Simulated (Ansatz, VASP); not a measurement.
Two plane-wave programs on Pd

```
Pd
1.0
     0.00000    3.06131    3.06131
     3.06131    0.00000    3.06131
     3.06131    3.06131    0.00000
Pd
2
Direct
  0.12500 0.12500 0.12500
  0.87500 0.87500 0.87500
```

Alike in both runs: task single point; functional RPBE; k mesh 10 × 10 × 10; occupations fermi-dirac, width 0.05 eV; collinear spin.

```csv
,VASP,Ansatz
version,VASP 6.6.1,Ansatz 0.2.0
potentials or method,"VASP PAW PBE potentials, release 64 (Pd), cutoff 520 eV","plane waves (420 eV) with PAW, scalar-relativistic"
valence electrons in the cell,20,36
```

|  | VASP | Ansatz | Ansatz less VASP |
| --- | --- | --- | --- |
| pressure (GPa) | -4.7 | -4.5 | +0.11 |
| net moment per atom (μB) | 0.44 | 0.44 | -0.001 |
| size of the moment on the site where the two differ most (μB) | 0.43 | 0.43 | -0.003 |

VASP's potentials were made for PBE, not for RPBE. Site moments also hang on the region over which each program counts them. VASP's potentials hold 20 valence electrons a cell and Ansatz's 36, so a difference there can come from the potentials and not from the codes.
